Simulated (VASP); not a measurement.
# Li2Se (fluorite type) (Fm-3m) in VASP: further runs

Runs on Li2Se (fluorite type). Level: PBE. Tasks: electric field gradients, density of states.

Everything below comes from runs of VASP 6.6.1. Logs are shortened: lines on timing, memory, paths and dates and some standing lists are left out, and cuts for length are marked.

## (1) The cell of the first run

The structure is cubic, space group Fm-3m (No. 225). Conventional cell: a = 6.006 Å, b = 6.006 Å, c = 6.006 Å, α = 90.00°, β = 90.00°, γ = 90.00°. Within 3.4 Å of Se (site symmetry m-3m) lie 8 Li at 2.60 Å. Li (site symmetry -43m) has 4 Se at 2.60 Å and 6 Li at 3.00 Å within 3.4 Å.

## (2) Electric field gradients, PBE

Input file INCAR:

```
ALGO = Normal
EDIFF = 1E-8
ENCUT = 650
GGA = PE
GGA_COMPAT = F
ISIF = 2
ISMEAR = -1
LASPH = T
LCHARG = F
LEFG = T
LREAL = F
LWAVE = F
NBANDS = 13
NELM = 120
PREC = Accurate
SIGMA = 0.05
```

Input file KPOINTS:

```
k-points
0
Gamma
  13 13 13
```

Input file POSCAR:

```
Li2Se
1.0
    0.0000000000      3.0029415983      3.0029415983
    3.0029415983      0.0000000000      3.0029415983
    3.0029415983      3.0029415983      0.0000000000
Se Li
1 2
Direct
    0.0000000000      0.0000000000      0.0000000000
    0.2500000000      0.2500000000      0.2500000000
    0.7500000000      0.7500000000      0.7500000000
```

Potentials or basis: VASP PAW PBE potentials, release 64 (Se, Li_sv).

Launch:

```console
$ cat potpaw_PBE.64/Se/POTCAR potpaw_PBE.64/Li_sv/POTCAR > POTCAR
$ mpirun -np 1 vasp_std > vasp.out
```

OUTCAR:

```text
EDIFF = 1E-8
   ENCUT = 650
   GGA = PE
   ISIF = 2
   ISMEAR = -1
   LASPH = T
   LREAL = F
   NELM = 120
   PREC = Accurate

 ion  position               nearest neighbor table
   1  0.000  0.000  0.000-   3 2.60   3 2.60   3 2.60   2 2.60   3 2.60   2 2.60   2 2.60   2 2.60

   2  0.250  0.250  0.250-   1 2.60   1 2.60   1 2.60   1 2.60
   3  0.750  0.750  0.750-   1 2.60   1 2.60   1 2.60   1 2.60

  LATTYP: Found a face centered cubic cell.
 ALAT       =     6.0058831966

  Lattice vectors:

 A1 = (   0.0000000000,   3.0029415983,   3.0029415983)
 A2 = (   3.0029415983,   0.0000000000,   3.0029415983)
 A3 = (   3.0029415983,   3.0029415983,   0.0000000000)

Analysis of symmetry for initial positions (statically):
=====================================================================
 Subroutine PRICEL returns:
 Original cell was already a primitive cell.

 Routine SETGRP: Setting up the symmetry group for a
 face centered cubic supercell.

 Subroutine GETGRP returns: Found 48 space group operations
 (whereof 48 operations were pure point group operations)
 out of a pool of 48 trial point group operations.

The static configuration has the point symmetry O_h .

Analysis of symmetry for dynamics (positions and initial velocities):
=====================================================================
 Subroutine PRICEL returns:
 Original cell was already a primitive cell.

 Routine SETGRP: Setting up the symmetry group for a
 face centered cubic supercell.

 Subroutine GETGRP returns: Found 48 space group operations
 (whereof 48 operations were pure point group operations)
 out of a pool of 48 trial point group operations.

The dynamic configuration has the point symmetry O_h .

 Subroutine INISYM returns: Found 48 space group operations
 (whereof 48 operations are pure point group operations),
 and found     1 'primitive' translations

----------------------------------------------------------------------------------------

                                     Primitive cell

  volume of cell :      54.1590

  direct lattice vectors                    reciprocal lattice vectors
     0.000000000  3.002941598  3.002941598    -0.166503405  0.166503405  0.166503405
     3.002941598  0.000000000  3.002941598     0.166503405 -0.166503405  0.166503405
     3.002941598  3.002941598  0.000000000     0.166503405  0.166503405 -0.166503405

  length of vectors
     4.246800735  4.246800735  4.246800735     0.288392356  0.288392356  0.288392356

  position of ions in fractional coordinates (direct lattice)
     0.000000000  0.000000000  0.000000000
     0.250000000  0.250000000  0.250000000
     0.750000000  0.750000000  0.750000000

  ion indices of the primitive-cell ions
   primitive index   ion index
                 1           1
                 2           2
                 3           3

----------------------------------------------------------------------------------------

 KPOINTS: k-points

Automatic generation of k-mesh.
 Grid dimensions read from file:
 generate k-points for:   13   13   13

 Generating k-lattice:

  Cartesian coordinates                     Fractional coordinates (reciprocal lattice)
    -0.012807954  0.012807954  0.012807954     0.076923077  0.000000000  0.000000000
     0.012807954 -0.012807954  0.012807954     0.000000000  0.076923077  0.000000000
     0.012807954  0.012807954 -0.012807954     0.000000000  0.000000000  0.076923077

  Length of vectors
     0.022184027  0.022184027  0.022184027

  Shift w.r.t. Gamma in fractional coordinates (k-lattice)
     0.000000000  0.000000000  0.000000000

 Subroutine IBZKPT returns following result:
 ===========================================

 Found     84 irreducible k-points:

 Following reciprocal coordinates:
            Coordinates               Weight
  0.000000  0.000000  0.000000      1.000000
  0.076923  0.000000  0.000000      8.000000
  0.153846  0.000000  0.000000      8.000000
  0.230769  0.000000  0.000000      8.000000
  0.307692  0.000000  0.000000      8.000000
  0.384615  0.000000  0.000000      8.000000
[... 16 lines left out ...]
  0.384615  0.153846  0.000000     24.000000
  0.461538  0.153846  0.000000     24.000000
 [... further k-points ...]
   k-points           NKPTS =     84   k-points in BZ     NKDIM =     84   number of bands    NBANDS=     13
   number of dos      NEDOS =    301   number of ions     NIONS =      3
   total plane-waves  NPLWV =  46656
   dimension x,y,z NGX =    36 NGY =   36 NGZ =   36
   dimension x,y,z NGXF=    72 NGYF=   72 NGZF=   72
   ions per type =               1   2
   NGX,Y,Z   is equivalent  to a cutoff of  14.09, 14.09, 14.09 a.u.
   NGXF,Y,Z  is equivalent  to a cutoff of  28.19, 28.19, 28.19 a.u.
 SYSTEM =  unknown system
   PREC   = accura    normal or accurate (medium, high low for compatibility)
   ISTART =      0    job   : 0-new  1-cont  2-samecut
   ICHARG =      2    charge: 1-file 2-atom 10-const
   ISPIN  =      1    spin polarized calculation?
   LNONCOLLINEAR =      F non collinear calculations
   LSORBIT =      F    spin-orbit coupling
   LASPH  =      T    aspherical Exc in radial PAW
   ENCUT  =  650.0 eV  47.77 Ry    6.91 a.u.   8.83  8.83  8.83*2*pi/ulx,y,z
   NELM   =    120;   NELMIN=  2; NELMDL= -5     # of ELM steps
   EDIFF  = 0.1E-07   stopping-criterion for ELM
   LREAL  =      F    real-space projection
   EDIFFG = 0.1E-06   stopping-criterion for IOM
   NSW    =      0    number of steps for IOM
   IBRION =     -1    ionic relax: 0-MD 1-quasi-New 2-CG
   NFREE  =      0    steps in history (QN), initial steepest desc. (CG)
   ISIF   =      2    stress and relaxation
   ISYM   =      2    0-nonsym 1-usesym 2-fastsym
   POTIM  = 0.5000    time-step for ionic-motion
   TEBEG  =    0.0;   TEEND  =   0.0 temperature during run
   PSTRESS=    0.0 pullay stress
   NELECT =      12.0000    total number of electrons
   NUPDOWN=      -1.0000    fix difference up-down
   EMIN   =  10.00;   EMAX   =-10.00  energy-range for DOS
   EFERMI =   0.00;   METHOD = LEGACY
   ISMEAR =    -1;   SIGMA  =   0.05  broadening in eV -4-tet -1-fermi 0-gaus
   EFERMI_NEDOS =   21; number of points for ismear=-14 and -15
   IALGO  =     38    algorithm
   IMIX   =      4    mixing-type and parameters
     AMIX     =   0.40;   BMIX     =  1.00
     AMIX_MAG =   1.60;   BMIX_MAG =  1.00
  volume/ion in A,a.u.               =      18.05       121.83
  Fermi-wavevector in a.u.,A,eV,Ry     =   0.990630  1.872020 13.352061  0.981349
  Thomas-Fermi vector in A             =   2.122315
   LORBIT       =      0    0 simple, 1 ext, 2 COOP (PROOUT), +10 PAW based schemes
   GGA     = PE    functional components
   LHFCALC =     F    Hartree Fock is set to
   AEXX    =    0.0000 exact exchange contribution
   IVDW    =     0    specifies the selected vdW correction
   LEPSILON=     F    determine dielectric tensor
   LRPA    =     F    only Hartree local field effects (RPA)
 non-spin polarized calculation
  energy-cutoff  :      650.00
  volume of cell :       54.16
 maximum number of plane-waves:      2085
   NGX = 17   NGY = 17   NGZ = 17

 number of electron      11.9999992 magnetization

 Free energy of the ion-electron system (eV)
  ---------------------------------------------------
  ext. energy  EPLUGINS =         0.00000000
  ---------------------------------------------------
  free energy    TOTEN  =       -11.13189696 eV

  energy without entropy =      -11.13189696  energy(sigma->0) =      -11.13189696

 E-fermi :   2.0627     XC(G=0):  -8.2601

 val. band max:        0.9937955072   @ k =   0.0000   0.0000   0.0000
 cond. band min:       4.0074202588   @ k =   0.4615   0.4615   0.0000
 fundamental gap:      3.0136247516
 Fermi energy:         2.0627185871

 k-point     1 :       0.0000    0.0000    0.0000
  band No.  band energies     occupation
      1     -43.7232      2.00000
      2     -43.6996      2.00000
      3     -10.3931      2.00000
      4       0.9938      2.00000
      5       0.9938      2.00000
      6       0.9938      2.00000
      7       4.3793      0.00000
      8       6.6123      0.00000
      9       6.6123      0.00000
     10       6.6123      0.00000
     11      11.5716      0.00000
     12      11.5716      0.00000
     13      11.9106      0.00000
[... 354 lines left out ...]
  band No.  band energies     occupation
      1     -43.7140      2.00000
      2     -43.7078      2.00000
      3     -10.0255      2.00000
      4      -1.6129      2.00000
      5       0.1177      2.00000
      6       0.2126      2.00000
      7       5.9930      0.00000
      8       7.2264      0.00000
      9       7.7288      0.00000
     10       8.6304      0.00000
     11      10.8804      0.00000
     12      12.8054      0.00000
     13      13.5186      0.00000

 [... further k-points ...]
[... 5 lines left out ...]
  --------------------------------------------------------------------------------------
  -------------------------------------------------------------------------------------
  Total       -0.0325762     -0.0325762     -0.0325762      0.0000000     -0.0000000     -0.0000000
  in kB       -0.9636959     -0.9636959     -0.9636959      0.0000000     -0.0000000     -0.0000000
  external PRESSURE =      -0.9636959 kB  Pullay stress =       0.0000000 kB

 VOLUME and BASIS-vectors are now :
 -----------------------------------------------------------------------------
  energy-cutoff  :      650.00
  volume of cell :       54.16
      direct lattice vectors                 reciprocal lattice vectors
     0.000000000  3.002941598  3.002941598    -0.166503405  0.166503405  0.166503405
     3.002941598  0.000000000  3.002941598     0.166503405 -0.166503405  0.166503405
     3.002941598  3.002941598  0.000000000     0.166503405  0.166503405 -0.166503405

 POSITION                                       TOTAL-FORCE (eV/Angst)
 -----------------------------------------------------------------------------------
      0.00000      0.00000      0.00000         0.000000     -0.000000      0.000000
      1.50147      1.50147      1.50147        -0.000000      0.000000      0.000000
      4.50441      4.50441      4.50441         0.000000     -0.000000     -0.000000
 -----------------------------------------------------------------------------------
    total drift:                                0.000000      0.000000      0.000000

  FREE ENERGIE OF THE ION-ELECTRON SYSTEM (eV)
  ---------------------------------------------------
  free  energy   TOTEN  =       -11.1318969641 eV

  energy  without entropy=      -11.1318969641  energy(sigma->0) =      -11.13189696

 Electric field gradients (V/A^2)
---------------------------------------------------------------------
 ion       V_xx      V_yy      V_zz      V_xy      V_xz      V_yz
---------------------------------------------------------------------
   1      -0.000    -0.000     0.000    -0.000    -0.000    -0.000
   2       0.000    -0.000    -0.000    -0.001    -0.001    -0.001
   3       0.000    -0.000    -0.000    -0.001    -0.001    -0.001
---------------------------------------------------------------------

 Electric field gradients after diagonalization (V/A^2)
 (convention: |V_zz| > |V_xx| > |V_yy|)
----------------------------------------------------------------------
 ion       V_xx      V_yy      V_zz     asymmetry (V_yy - V_xx)/ V_zz
----------------------------------------------------------------------
   1       0.000     0.000    -0.000       0.000
   2       0.001     0.001    -0.001       0.000
   3       0.001     0.001    -0.001       0.000
----------------------------------------------------------------------

           NMR quadrupolar parameters

 Cq : quadrupolar parameter    Cq=e*Q*V_zz/h
 eta: asymmetry parameters     (V_yy - V_xx)/ V_zz
 Q  : nuclear electric quadrupole moment in mb (millibarn)
----------------------------------------------------------------------
 ion       Cq(MHz)       eta       Q (mb)
----------------------------------------------------------------------
   1      -0.000       0.000       1.000
   2      -0.000       0.000       1.000
   3      -0.000       0.000       1.000
----------------------------------------------------------------------
```

Run time: 49 s. Hardware: 1 thread of Intel Xeon Platinum 8559C (Emerald Rapids), shared host; peak memory 0.24 GiB.

Results:

```yaml
Free_energy: -11.1319 eV
Pressure: -0.1 GPa
Band_gap_on_the_k_mesh: 3.01 eV, indirect (least direct gap 3.39 eV)
```

Caveat: without QUAD_EFG the Cq values of the log hold for a quadrupole moment of 1 mb, not for the nuclei. A k mesh can miss the band edges.

## (3) Density of states, PBE

POSCAR is that of step 2.

Input file INCAR.step1:

```
ALGO = Normal ; EDIFF = 1E-6
ENCUT = 650 ; GGA = PE
GGA_COMPAT = F ; ISIF = 2
ISMEAR = -1 ; LASPH = T
LCHARG = T ; LORBIT = 11
LREAL = F ; LWAVE = F
NBANDS = 13 ; NEDOS = 2001
NELM = 120 ; PREC = Accurate
SIGMA = 0.05
```

Input file KPOINTS.step1:

```
k-points
0
Gamma
  13 13 13
```

Input file INCAR.step2:

```
ALGO = Normal ; EDIFF = 1E-6
ENCUT = 650 ; GGA = PE
GGA_COMPAT = F ; ICHARG = 11
ISIF = 2 ; ISMEAR = -5
LASPH = T ; LCHARG = F
LORBIT = 11 ; LREAL = F
LWAVE = F ; NBANDS = 13
NEDOS = 2001 ; NELM = 120
PREC = Accurate ; SIGMA = 0.05
```

Input file KPOINTS.step2:

```
k-points
0
Gamma
  20 20 20
```

Potentials or basis: VASP PAW PBE potentials, release 64 (Se, Li_sv).

Launch:

```console
$ cat potpaw_PBE.64/Se/POTCAR potpaw_PBE.64/Li_sv/POTCAR > POTCAR
$ cp INCAR.step1 INCAR
$ cp KPOINTS.step1 KPOINTS
$ mpirun -np 1 vasp_std > vasp.out
$ cp INCAR.step2 INCAR
$ cp KPOINTS.step2 KPOINTS
$ mpirun -np 1 vasp_std > vasp.out
```

OUTCAR:

```text
EDIFF = 1E-6
   ENCUT = 650
   GGA = PE
   ICHARG = 11
   ISIF = 2
   ISMEAR = -5
   LASPH = T
   LORBIT = 11
   LREAL = F
   NELM = 120
   PREC = Accurate

 ion  position               nearest neighbor table
   1  0.000  0.000  0.000-   3 2.60   3 2.60   3 2.60   2 2.60   3 2.60   2 2.60   2 2.60   2 2.60

   2  0.250  0.250  0.250-   1 2.60   1 2.60   1 2.60   1 2.60
   3  0.750  0.750  0.750-   1 2.60   1 2.60   1 2.60   1 2.60

  LATTYP: Found a face centered cubic cell.
 ALAT       =     6.0058831966

  Lattice vectors:

 A1 = (   0.0000000000,   3.0029415983,   3.0029415983)
[... 579 lines left out ...]
  Total       -0.0323874     -0.0323874     -0.0323874     -0.0000000     -0.0000000     -0.0000000
  in kB       -0.9581122     -0.9581122     -0.9581122     -0.0000000     -0.0000000     -0.0000000
  external PRESSURE =      -0.9581122 kB  Pullay stress =       0.0000000 kB

 VOLUME and BASIS-vectors are now :
 -----------------------------------------------------------------------------
  energy-cutoff  :      650.00
  volume of cell :       54.16
      direct lattice vectors                 reciprocal lattice vectors
     0.000000000  3.002941598  3.002941598    -0.166503405  0.166503405  0.166503405
     3.002941598  0.000000000  3.002941598     0.166503405 -0.166503405  0.166503405
     3.002941598  3.002941598  0.000000000     0.166503405  0.166503405 -0.166503405

 POSITION                                       TOTAL-FORCE (eV/Angst)
 -----------------------------------------------------------------------------------
      0.00000      0.00000      0.00000         0.000000      0.000000      0.000000
      1.50147      1.50147      1.50147         0.000000      0.000000     -0.000000
      4.50441      4.50441      4.50441        -0.000000     -0.000000     -0.000000
 -----------------------------------------------------------------------------------
    total drift:                                0.000000      0.000000      0.000000

  FREE ENERGIE OF THE ION-ELECTRON SYSTEM (eV)
  ---------------------------------------------------
  free  energy   TOTEN  =       -11.1318946377 eV

  energy  without entropy=      -11.1318946377  energy(sigma->0) =      -11.13189464

 total charge

# of ion       s       p       d       tot
------------------------------------------
    1        1.420   2.500   0.004   3.924
    2        2.019   0.052   0.000   2.071
    3        2.019   0.052   0.000   2.071
--------------------------------------------------
tot          5.458   2.605   0.004   8.067
```

OSZICAR.step1:

```text
N       E                     dE             d eps       ncg     rms          rms(c)
DAV:   1     0.487213998043E+02    0.48721E+02   -0.61644E+03  2184   0.105E+03
DAV:   2    -0.357636767098E+01   -0.52298E+02   -0.49245E+02  2624   0.204E+02
DAV:   3    -0.111564875795E+02   -0.75801E+01   -0.75370E+01  4189   0.476E+01
DAV:   4    -0.113108432509E+02   -0.15436E+00   -0.15427E+00  2792   0.956E+00
DAV:   5    -0.113140982479E+02   -0.32550E-02   -0.32549E-02  3427   0.117E+00    0.275E+00
DAV:   6    -0.111379596616E+02    0.17614E+00   -0.23879E-01  2738   0.191E+00    0.169E+00
DAV:   7    -0.111236259474E+02    0.14334E-01   -0.11418E-01  2927   0.146E+00    0.739E-01
DAV:   8    -0.111317143020E+02   -0.80884E-02   -0.17666E-02  2808   0.741E-01    0.256E-01
DAV:   9    -0.111316209994E+02    0.93303E-04   -0.46309E-04  3121   0.138E-01    0.189E-01
DAV:  10    -0.111318862895E+02   -0.26529E-03   -0.76800E-04  2544   0.135E-01    0.866E-02
DAV:  11    -0.111318911718E+02   -0.48823E-05   -0.47822E-05  3164   0.437E-02    0.253E-02
DAV:  12    -0.111319024805E+02   -0.11309E-04   -0.19835E-05  2755   0.236E-02    0.340E-02
DAV:  13    -0.111318972835E+02    0.51969E-05   -0.33818E-06  2707   0.125E-02    0.402E-03
DAV:  14    -0.111318971652E+02    0.11836E-06   -0.13282E-07  1572   0.266E-03
   1 F= -.11131897E+02 E0= -.11131897E+02  d E =-.911439E-10
```

Wall time 98 s (1 thread of Intel Xeon Platinum 8559C (Emerald Rapids), shared host); peak memory 0.37 GiB.

Results:

```
Valence electrons inside the program's atomic spheres : Se 3.92; Li 2.07
```

Levels at points of the mesh, in eV from the valence-band top:
| k point | band 2 | band 3 | band 4 | band 5 | band 6 | band 7 | band 8 | band 9 | band 10 | band 11 |
| --- | --- | --- | --- | --- | --- | --- | --- | --- | --- | --- |
| (0.00, 0.00, 0.00) | -44.69 | -11.39 | 0.00 | 0.00 | 0.00 | 3.39 | 5.62 | 5.62 | 5.62 | 10.58 |
| (0.50, 0.00, 0.00) | -44.70 | -11.02 | -2.90 | -0.53 | -0.53 | 5.11 | 5.96 | 5.96 | 7.94 | 11.49 |
| (0.50, 0.50, 0.00) | -44.70 | -10.91 | -2.27 | -1.43 | -1.43 | 2.97 | 6.17 | 10.31 | 10.31 | 11.39 |
